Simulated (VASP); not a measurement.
# CdSe (km) (P6_3mc) in VASP: single point with PBEsol

Aim: the single point of CdSe (km) with PBEsol.

Program: VASP 6.6.1. These are calculated values, not measurements. Logs are shortened: lines on timing, memory, paths and dates and some standing lists are left out, and cuts for length are marked.

## (1) The cell of the first run

Symmetry: P6_3mc, No. 186, hexagonal system. The conventional cell has a = 4.302 Å, b = 4.302 Å, c = 7.022 Å, α = 90.00°, β = 90.00°, γ = 120.00°. Cd (site symmetry 3m) has 4 Se at 2.63 to 2.64 Å within 3.5 Å. Within 3.5 Å of Se (site symmetry 3m) lie 4 Cd at 2.63 to 2.64 Å.

## (2) Single point, PBEsol

File INCAR:

```
PREC = Accurate
ENCUT = 520
EDIFF = 1E-6
ISMEAR = 0
SIGMA = 0.02
LREAL = F
LASPH = T
NELM = 100
ALGO = Normal
ISIF = 2
LWAVE = F
LCHARG = F
GGA = PS
NBANDS = 26
```

File KPOINTS:

```
regular mesh
0
Gamma
  6 6 4
```

File POSCAR:

```
CdSe
1.0
    4.3020373075      0.0000000000      0.0000000000
   -2.1510186538      3.7256735964      0.0000000000
    0.0000000000      0.0000000000      7.0215914343
Cd Se
2 2
Direct
    0.6666666667      0.3333333333      0.5001049939
    0.3333333333      0.6666666667      1.0001049939
    0.6666666667      0.3333333333      0.8757550061
    0.3333333333      0.6666666667      0.3757550061
```

Potentials or basis: VASP PAW PBE potentials, release 64 (Cd, Se).

Command:

```console
$ cat potpaw_PBE.64/Cd/POTCAR potpaw_PBE.64/Se/POTCAR > POTCAR
$ mpirun -np 1 vasp_std > vasp.out
```

OUTCAR:

```text
PREC = Accurate
   ENCUT = 520
   EDIFF = 1E-6
   ISMEAR = 0
   LREAL = F
   LASPH = T
   NELM = 100
   ISIF = 2
   GGA = PS

 ion  position               nearest neighbor table
   1  0.667  0.333  0.500-   4 2.63   4 2.63   4 2.63   3 2.64
   2  0.333  0.667  0.000-   3 2.63   3 2.63   3 2.63   4 2.64
   3  0.667  0.333  0.876-   2 2.63   2 2.63   2 2.63   1 2.64
   4  0.333  0.667  0.376-   1 2.63   1 2.63   1 2.63   2 2.64

  LATTYP: Found a hexagonal cell.
 ALAT       =     4.3020373075
 C/A-ratio  =     1.6321549379

  Lattice vectors:

 A1 = (   4.3020373075,   0.0000000000,   0.0000000000)
 A2 = (  -2.1510186538,   3.7256735964,   0.0000000000)
 A3 = (   0.0000000000,   0.0000000000,   7.0215914343)

Analysis of symmetry for initial positions (statically):
=====================================================================
 Subroutine PRICEL returns:
 Original cell was already a primitive cell.

 Routine SETGRP: Setting up the symmetry group for a
 hexagonal supercell.

 Subroutine GETGRP returns: Found 12 space group operations
 (whereof  6 operations were pure point group operations)
 out of a pool of 24 trial point group operations.

The static configuration has the point symmetry C_3v.
 The point group associated with its full space group is C_6v.

Analysis of symmetry for dynamics (positions and initial velocities):
=====================================================================
 Subroutine PRICEL returns:
 Original cell was already a primitive cell.

 Routine SETGRP: Setting up the symmetry group for a
 hexagonal supercell.

 Subroutine GETGRP returns: Found 12 space group operations
 (whereof  6 operations were pure point group operations)
 out of a pool of 24 trial point group operations.

The dynamic configuration has the point symmetry C_3v.
 The point group associated with its full space group is C_6v.

 Subroutine INISYM returns: Found 12 space group operations
 (whereof  6 operations are pure point group operations),
 and found     1 'primitive' translations

----------------------------------------------------------------------------------------

                                     Primitive cell

  volume of cell :     112.5420

  direct lattice vectors                    reciprocal lattice vectors
     4.302037308  0.000000000  0.000000000     0.232448007  0.134203920  0.000000000
[... 84 lines left out ...]
   ENCUT  =  520.0 eV  38.22 Ry    6.18 a.u.   8.00  8.00 13.06*2*pi/ulx,y,z
   NELM   =    100;   NELMIN=  2; NELMDL= -5     # of ELM steps
   EDIFF  = 0.1E-05   stopping-criterion for ELM
   LREAL  =      F    real-space projection
   EDIFFG = 0.1E-04   stopping-criterion for IOM
   NSW    =      0    number of steps for IOM
   IBRION =     -1    ionic relax: 0-MD 1-quasi-New 2-CG
   NFREE  =      0    steps in history (QN), initial steepest desc. (CG)
   ISIF   =      2    stress and relaxation
   ISYM   =      2    0-nonsym 1-usesym 2-fastsym
   POTIM  = 0.5000    time-step for ionic-motion
   TEBEG  =    0.0;   TEEND  =   0.0 temperature during run
   PSTRESS=    0.0 pullay stress
   NELECT =      36.0000    total number of electrons
   NUPDOWN=      -1.0000    fix difference up-down
   EMIN   =  10.00;   EMAX   =-10.00  energy-range for DOS
   EFERMI =   0.00;   METHOD = LEGACY
   ISMEAR =     0;   SIGMA  =   0.02  broadening in eV -4-tet -1-fermi 0-gaus
   EFERMI_NEDOS =   21; number of points for ismear=-14 and -15
   IALGO  =     38    algorithm
   IMIX   =      4    mixing-type and parameters
     AMIX     =   0.40;   BMIX     =  1.00
     AMIX_MAG =   1.60;   BMIX_MAG =  1.00
  volume/ion in A,a.u.               =      28.14       189.87
  Fermi-wavevector in a.u.,A,eV,Ry     =   1.119620  2.115776 17.055582  1.253550
  Thomas-Fermi vector in A             =   2.256261
   LORBIT       =      0    0 simple, 1 ext, 2 COOP (PROOUT), +10 PAW based schemes
   GGA     = PS    functional components
   LHFCALC =     F    Hartree Fock is set to
   AEXX    =    0.0000 exact exchange contribution
   IVDW    =     0    specifies the selected vdW correction
   LEPSILON=     F    determine dielectric tensor
   LRPA    =     F    only Hartree local field effects (RPA)
 non-spin polarized calculation
 Gauss-broadening in eV      SIGMA  =   0.02
  energy-cutoff  :      520.00
  volume of cell :      112.54
 maximum number of plane-waves:      3042
 NGX is ok and might be reduce to    32
   NGX = 15   NGY = 15   NGZ = 27

 number of electron      35.9999998 magnetization

 Free energy of the ion-electron system (eV)
  ---------------------------------------------------
  ext. energy  EPLUGINS =         0.00000000
  ---------------------------------------------------
  free energy    TOTEN  =       -12.34673031 eV

  energy without entropy =      -12.34673031  energy(sigma->0) =      -12.34673031

 E-fermi :   0.9278     XC(G=0):  -9.0894

 val. band max:        0.8176277350   @ k =   0.0000   0.0000   0.0000
 cond. band min:       1.3560017355   @ k =   0.0000   0.0000   0.0000
 fundamental gap:      0.5383740005
 Fermi energy:         0.9277747367

 k-point     1 :       0.0000    0.0000    0.0000
  band No.  band energies     occupation
      1     -11.8127      2.00000
      2     -11.4274      2.00000
      3      -7.0918      2.00000
      4      -7.0842      2.00000
      5      -7.0842      2.00000
      6      -7.0157      2.00000
[... 598 lines left out ...]
     25       9.5570      0.00000
     26       9.5729      0.00000

------------------------ aborting loop because EDIFF is reached ----------------------------------------

  FORCE on cell =-STRESS in cart. coord.  units (eV):
  Direction    XX          YY          ZZ          XY          YZ          ZX
  --------------------------------------------------------------------------------------
  -------------------------------------------------------------------------------------
  Total        0.2412579      0.2412579      0.2289669     -0.0000000      0.0000000      0.0000000
  in kB        3.4346112      3.4346112      3.2596331     -0.0000000      0.0000000      0.0000000
  external PRESSURE =       3.3762852 kB  Pullay stress =       0.0000000 kB

 VOLUME and BASIS-vectors are now :
 -----------------------------------------------------------------------------
  energy-cutoff  :      520.00
  volume of cell :      112.54
      direct lattice vectors                 reciprocal lattice vectors
     4.302037308  0.000000000  0.000000000     0.232448007  0.134203920  0.000000000
    -2.151018654  3.725673596  0.000000000     0.000000000  0.268407839  0.000000000
     0.000000000  0.000000000  7.021591434     0.000000000  0.000000000  0.142417856

 POSITION                                       TOTAL-FORCE (eV/Angst)
 -----------------------------------------------------------------------------------
      2.15102      1.24189      3.51153         0.000000     -0.000000      0.000674
     -0.00000      2.48378      0.00074        -0.000000      0.000000      0.000674
      2.15102      1.24189      6.14919         0.000000      0.000000     -0.000674
     -0.00000      2.48378      2.63840        -0.000000     -0.000000     -0.000674
 -----------------------------------------------------------------------------------
    total drift:                               -0.000000     -0.000000      0.000186

  FREE ENERGIE OF THE ION-ELECTRON SYSTEM (eV)
  ---------------------------------------------------
  free  energy   TOTEN  =       -12.3467303077 eV

  energy  without entropy=      -12.3467303077  energy(sigma->0) =      -12.34673031
```

Run time: 23 s. Hardware: 1 thread of Intel Xeon 6975P-C (Granite Rapids), shared host; peak memory 0.24 GiB.

Results:

- Free energy: -12.3467 eV
- Pressure: 0.3 GPa
- Band gap on the k mesh: 0.54 eV, direct

Caveat: the PAW data sets were made with another functional, which shifts forces and pressure a little.
